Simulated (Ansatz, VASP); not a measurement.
# Two plane-wave programs on AlRu

```
CELL_PARAMETERS angstrom
2.97641 0.00000 0.00000
0.00000 2.93176 0.00000
0.00000 0.00000 2.97641
ATOMIC_POSITIONS crystal
Al 0.00000 0.00000 0.00000
Ru 0.50000 0.50000 0.50000
```

Change from the starting cell: strain -0.0150 x Voigt [0, 1, 0, 0, 0, 0], atoms carried along.

Alike in both runs: task single point; functional PBEsol; k mesh 20 × 20 × 20; occupations gaussian, width 0.15 eV; no spin polarisation.

|  | VASP | Ansatz |
| --- | --- | --- |
| version | VASP 6.6.1 | Ansatz 0.2.0 |
| potentials or method | VASP PAW PBE potentials, release 64 (Al, Ru_pv), cutoff 520 eV | scalar-relativistic, plane waves, PAW |
| valence electrons in the cell | 17 | 19 |

Ansatz gave:

```
gap on the k mesh at the Fermi level (eV)                     : none
pressure (GPa)                                                : 3.4
traceless stress, the component that is largest in VASP (GPa) : 1.89
```

Problem. Estimate VASP's values.

Solution. gap on the k mesh at the Fermi level (eV): none; pressure (GPa): 3.5; traceless stress, the component that is largest in VASP (GPa): 1.90.

VASP's potentials were made for PBE, not for PBEsol. A gap of «none» marks a metal or a gap that the smearing closes. VASP's potentials hold 17 valence electrons a cell and Ansatz's 19, so a difference there can come from the potentials and not from the codes.
